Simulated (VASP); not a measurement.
# HgTe in VASP: notebook, part 2 of 2

VASP 6.6.1. The steps go on from the part before.

## 3. Single point, PBEsol (strain -0.050 along x and y, +0.000 along z)

INCAR

```
ALGO     = Normal         # electronic algorithm
EDIFF    = 1E-7           # SCF threshold, eV
ENCUT    = 520            # plane-wave cutoff, eV
GGA      = PS             # functional
ISIF     = 2              # what is computed and relaxed
ISMEAR   = 0              # smearing method
LASPH    = T              # aspherical terms in the spheres
LCHARG   = F              # write CHGCAR
LREAL    = F              # projectors in reciprocal space
LWAVE    = F              # write WAVECAR
NBANDS   = 16             # bands
NELM     = 60             # most SCF steps
PREC     = Accurate       # precision mode
SIGMA    = 0.15           # smearing width, eV
```

KPOINTS

```
k-points
0
Gamma
  14 14 14
```

POSCAR

```
HgTe
1.0
    0.0000000000      3.0623250000      3.2235000000
    3.0623250000      0.0000000000      3.2235000000
    3.0623250000      3.0623250000      0.0000000000
Hg Te
1 1
Direct
    0.0000000000      0.0000000000      0.0000000000
    0.7500000000      0.7500000000      0.7500000000
```

Potentials or basis: VASP PAW PBE potentials, release 64 (Hg, Te).

On the command line:

```console
> cat potpaw_PBE.64/Hg/POTCAR potpaw_PBE.64/Te/POTCAR > POTCAR
> mpirun -np 1 vasp_std > vasp.out
```

Wall time 4 min (1 thread of Intel Xeon 6975P-C (Granite Rapids), shared host); peak memory 0.38 GiB.

It converged, with:

```
Free energy            : -4.1837 eV
Pressure               : 7.9 GPa
Band gap on the k mesh : zero (filled and empty bands touch)
```

Stress tensor (GPa, compression positive):
```
8.09 0.00 0.00
0.00 8.09 0.00
0.00 0.00 7.52
```

Levels at points of the mesh, in eV from the Fermi level:
```
           k point  band 6  band 7  band 8  band 9  band 10  band 11  band 12  band 13
(0.00, 0.00, 0.00)   -7.52   -0.70   -0.32   -0.10    -0.10     3.80     3.81     3.81
(0.50, 0.00, 0.00)   -7.17   -6.48   -1.54   -1.26     0.44     4.56     4.85     6.44
(0.50, 0.50, 0.00)   -7.06   -6.45   -2.81   -2.81     1.85     2.10     8.12     9.10
(0.50, 0.00, 0.50)   -6.93   -6.17   -3.12   -2.97     1.45     1.82     8.48     8.88
```

Caveat: the cell differs from its parent crystal (strain -0.050 along x and y, +0.000 along z); the cell stands under pressure; semilocal functionals underestimate gaps, so a narrow gap can read as zero; the PAW data sets were made with another functional, which shifts forces and pressure a little; spin-orbit coupling is left out, which moves the levels of the heavy elements.

## 4. Single point, PBEsol (strain +0.000 along x and y, +0.050 along z)

INCAR

```
SYSTEM = HgTe
PREC = Accurate ; ENCUT = 520
EDIFF = 1E-7 ; ISMEAR = 0
SIGMA = 0.15 ; LREAL = .FALSE.
LASPH = .TRUE. ; NELM = 100
ALGO = Normal ; ISIF = 2
LWAVE = .FALSE. ; LCHARG = .FALSE.
GGA = PS ; NBANDS = 16
```

KPOINTS

```
regular mesh
0
G
  14 14 14
  0 0 0
```

POSCAR

```
HgTe
1.0
    0.0000000000      3.2235000000      3.3846750000
    3.2235000000      0.0000000000      3.3846750000
    3.2235000000      3.2235000000      0.0000000000
Hg Te
1 1
Direct
    0.0000000000      0.0000000000      0.0000000000
    0.7500000000      0.7500000000      0.7500000000
```

Potentials or basis: VASP PAW PBE potentials, release 64 (Hg, Te).

On the command line:

```console
> cat potpaw_PBE.64/Hg/POTCAR potpaw_PBE.64/Te/POTCAR > POTCAR
> mpirun -np 1 vasp_std > vasp.out
```

OUTCAR:

```text
SYSTEM = HgTe
   PREC = Accurate
   ENCUT = 520
   EDIFF = 1E-7
   ISMEAR = 0
   LREAL = .FALSE.
   LASPH = .TRUE.
   NELM = 100
   ISIF = 2
   GGA = PS

 ion  position               nearest neighbor table
   1  0.000  0.000  0.000-   2 2.84   2 2.84   2 2.84   2 2.84
   2  0.750  0.750  0.750-   1 2.84   1 2.84   1 2.84   1 2.84

  LATTYP: Found a body centered tetragonal cell.
 ALAT       =     4.5587174183
 C/A-ratio  =     1.4849242405

  Lattice vectors:

[... 644 lines left out ...]

  FORCE on cell =-STRESS in cart. coord.  units (eV):
  Direction    XX          YY          ZZ          XY          YZ          ZX
  --------------------------------------------------------------------------------------
  -------------------------------------------------------------------------------------
  Total       -0.1948955     -0.1948955     -0.5789851      0.0000000      0.0000000     -0.0000000
  in kB       -4.4392539     -4.4392539    -13.1879007      0.0000000      0.0000000     -0.0000000
  external PRESSURE =      -7.3554695 kB  Pullay stress =       0.0000000 kB

 VOLUME and BASIS-vectors are now :
 -----------------------------------------------------------------------------
  energy-cutoff  :      520.00
  volume of cell :       70.34
      direct lattice vectors                 reciprocal lattice vectors
     0.000000000  3.223500000  3.384675000    -0.155110904  0.155110904  0.147724671
     3.223500000  0.000000000  3.384675000     0.155110904 -0.155110904  0.147724671
     3.223500000  3.223500000  0.000000000     0.155110904  0.155110904 -0.147724671

 POSITION                                       TOTAL-FORCE (eV/Angst)
 -----------------------------------------------------------------------------------
      0.00000      0.00000      0.00000        -0.000000     -0.000000     -0.000000
      4.83525      4.83525      5.07701         0.000000      0.000000      0.000000
 -----------------------------------------------------------------------------------
    total drift:                                0.000000      0.000000      0.000000

  FREE ENERGIE OF THE ION-ELECTRON SYSTEM (eV)
  ---------------------------------------------------
  free  energy   TOTEN  =        -4.3691263825 eV

  energy  without entropy=       -4.3688109913  energy(sigma->0) =       -4.36896869
```

stdout:

```text
POSCAR found type information on POSCAR HgTe
 POSCAR found :  2 types and       2 ions
 scaLAPACK will be used
 -----------------------------------------------------------------------------
|                                                                             |
|                                                                             |
|     You enforced a specific xc type in the INCAR file but a different       |
|     I HOPE YOU KNOW WHAT YOU ARE DOING!                                     |
|                                                                             |
 -----------------------------------------------------------------------------

 LDA part: xc-table for (Slater+PW92), standard interpolation
 POSCAR, INCAR and KPOINTS ok, starting setup
 FFT: planning ... GRIDC
 FFT: planning ... GRID_SOFT
 FFT: planning ... GRID
 WAVECAR not read
 entering main loop
```

It took 4.2 min on 1 thread of Intel Xeon 6975P-C (Granite Rapids), shared host; peak memory 0.42 GiB.

Results:

- Free energy: -4.3691 eV
- Pressure: -0.7 GPa
- Band gap on the k mesh: zero (filled and empty bands touch)

Stress tensor (GPa, compression positive):
```
-0.44  0.00  0.00
 0.00 -0.44  0.00
 0.00  0.00 -1.32
```

Caveat: the cell differs from its parent crystal (strain +0.000 along x and y, +0.050 along z); semilocal functionals underestimate gaps, so a narrow gap can read as zero; the PAW data sets were made with another functional, which shifts forces and pressure a little; spin-orbit coupling is left out, which moves the levels of the heavy elements.

## 5. The runs side by side

```tsv
cell	gap on the mesh (eV)	pressure (GPa)
a = 4.331 Å, angles 60.0°, 2 atoms	none	12.6
a = 4.446, b = 4.446, c = 4.331 Å, angles 60.9, 60.9, 58.3°, 2 atoms	none	7.9
a = 4.674, b = 4.674, c = 4.559 Å, angles 60.8, 60.8, 58.4°, 2 atoms	none	-0.7
```

Alike in all rows: task single point; level PBEsol; potentials or basis VASP PAW PBE potentials, release 64 (Hg, Te); no spin polarisation; k mesh 14 × 14 × 14; cutoff (eV) 520; smearing gaussian 0.15 eV.

Caveats: semilocal functionals underestimate gaps, so a narrow gap can read as zero; the PAW data sets were made with another functional, which shifts forces and pressure a little; spin-orbit coupling is left out, which moves the levels of the heavy elements; the cell stands under pressure (at least some runs).

Total energies depend on the potentials used, so only differences within one code and one set of settings carry meaning.
